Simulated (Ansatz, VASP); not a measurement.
# One calculation of KZnF3, two programs

INCAR

```
SYSTEM = KZnF3
PREC = Accurate ; ENCUT = 520
EDIFF = 1E-6 ; ISMEAR = 0
SIGMA = 0.05 ; LREAL = .False.
LASPH = .True. ; NELM = 80
ALGO = Normal ; ISIF = 2
LWAVE = .False. ; LCHARG = .False.
GGA = PE ; NBANDS = 29
```

Contents of KPOINTS:

```
regular mesh
0
Gamma
  6 6 6
  0 0 0
```

File POSCAR:

```
KZnF3
1.0
    3.5380008822      0.0000000000      0.0000000000
    0.0000000000      3.5380008822      0.0000000000
    0.0000000000      0.0000000000      5.3070013233
K Zn F
1 1 3
Direct
    0.0000000000      0.0000000000      0.0000000000
    0.5000000000      0.5000000000      0.5000000000
    0.5000000000      0.5000000000      0.0000000000
    0.0000000000      0.5000000000      0.5000000000
    0.5000000000      0.0000000000      0.5000000000
```

Input for Ansatz:

```yaml
crystal:
  lattice:
    - [3.5380008822, 0.0, 0.0]
    - [0.0, 3.5380008822, 0.0]
    - [0.0, 0.0, 5.3070013233]
  atoms:
    - { symbol: K, position: [0.0, 0.0, 0.0] }
    - { symbol: Zn, position: [0.5, 0.5, 0.5] }
    - { symbol: F, position: [0.5, 0.5, 0.0] }
    - { symbol: F, position: [0.0, 0.5, 0.5] }
    - { symbol: F, position: [0.5, 0.0, 0.5] }
basis:
  ecutwfc: 420
kpoints:
  mp_grid: { grid: [6, 6, 6] }
hamiltonian:
  xc: pbe
scf:
  occupations: { method: gaussian, width: 0.05 }
output:
  forces: true
  stress: true
  eigenvalues: true
  write_density: true
  write_potential: true
  elf: true
  volumetric_format: npy
```

Alike in both runs: task single point; functional PBE; k mesh 6 × 6 × 6; occupations gaussian, width 0.05 eV; no spin polarisation.

|  | VASP | Ansatz |
| --- | --- | --- |
| version | VASP 6.6.1 | Ansatz 0.2.0 |
| potentials or method | VASP PAW PBE potentials, release 64 (K_sv, Zn, F), cutoff 520 eV | scalar-relativistic, plane waves, PAW |
| valence electrons in the cell | 42 | 42 |

|  | VASP | Ansatz | Ansatz less VASP |
| --- | --- | --- | --- |
| gap on the k mesh at the Fermi level (eV) | 2.52 | 2.58 | +0.059 |
| least direct gap on the mesh (eV) | 5.37 | 5.41 | +0.036 |
| pressure (GPa) | 25.6 | 24.6 | -0.99 |
| traceless stress, the component that is largest in VASP (GPa) | -28.04 | -26.82 | +1.217 |
